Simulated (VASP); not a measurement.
Wanted: the native input for a VASP 6.6.1 run.

| Quantity | Value |
| --- | --- |
| Task | single point |
| Functional | r2SCAN |
| Potentials or basis | VASP PAW PBE potentials, release 64 (Li_sv) |
| Cutoff | 830 eV |
| k mesh | 21 × 21 × 21 |
| Occupations | fermi-dirac, width 0.1 eV |
| Spin | no spin polarisation |
| Dipole correction | no |
| Further INCAR settings | ALGO = Normal; EDIFF = 1e-06; NBANDS = 8 |

The system is Li.

```xyz
1
Lattice="-1.6903 1.6903 1.6903 1.6903 -1.6903 1.6903 1.6903 1.6903 -1.6903" Properties=species:S:1:pos:R:3 pbc="T T T"
Li    0.0000    0.0000    0.0000
```

One way to write it, as run:

POSCAR

```
Li
1.0
   -1.6903017304      1.6903017304      1.6903017304
    1.6903017304     -1.6903017304      1.6903017304
    1.6903017304      1.6903017304     -1.6903017304
Li
1
Direct
    0.0000000000      0.0000000000      0.0000000000
```

INCAR.step1

```
ALGO     = Normal         # electronic algorithm
EDIFF    = 1E-5           # SCF threshold, eV
ENCUT    = 830            # plane-wave cutoff, eV
GGA      = PE             # functional
GGA_COMPAT= False        
ISMEAR   = -1             # smearing method
LASPH    = True           # aspherical terms in the spheres
LCHARG   = False          # write CHGCAR
LREAL    = False          # projectors in reciprocal space
LWAVE    = True           # write WAVECAR
NBANDS   = 8              # bands
NELM     = 120            # most SCF steps
PREC     = Accurate       # precision mode
SIGMA    = 0.1            # smearing width, eV
```

INCAR.step2

```
ALGO     = Normal         # electronic algorithm
EDIFF    = 1E-6           # SCF threshold, eV
ENCUT    = 830            # plane-wave cutoff, eV
GGA_COMPAT= False        
ISIF     = 2              # what is computed and relaxed
ISMEAR   = -1             # smearing method
ISTART   = 1            
LASPH    = True           # aspherical terms in the spheres
LCHARG   = False          # write CHGCAR
LMIXTAU  = True         
LREAL    = False          # projectors in reciprocal space
LWAVE    = False          # write WAVECAR
METAGGA  = R2SCAN         # meta-GGA
NBANDS   = 8              # bands
NELM     = 120            # most SCF steps
PREC     = Accurate       # precision mode
SIGMA    = 0.1            # smearing width, eV
```

KPOINTS

```
k-points
0
Gamma
  21 21 21
```

Potentials or basis: VASP PAW PBE potentials, release 64 (Li_sv).

The run is started by

```bash
$ cat potpaw_PBE.64/Li_sv/POTCAR > POTCAR
$ cp INCAR.step1 INCAR
$ mpirun -np 1 vasp_std > vasp.out
$ cp INCAR.step2 INCAR
$ mpirun -np 1 vasp_std > vasp.out
```

Results of the run:

| Property | Result |
| --- | --- |
| Pressure | 0.7 GPa |
| Band gap on the k mesh | zero (an odd number of electrons rules out a gap without spin polarisation) |

Caveat: the PAW data sets were made with another functional, which shifts forces and pressure a little.

It took 2.2 min on 1 thread of Intel(R) Xeon(R) 6975P-C (Granite Rapids) (shared host), peak memory 0.2 GiB.
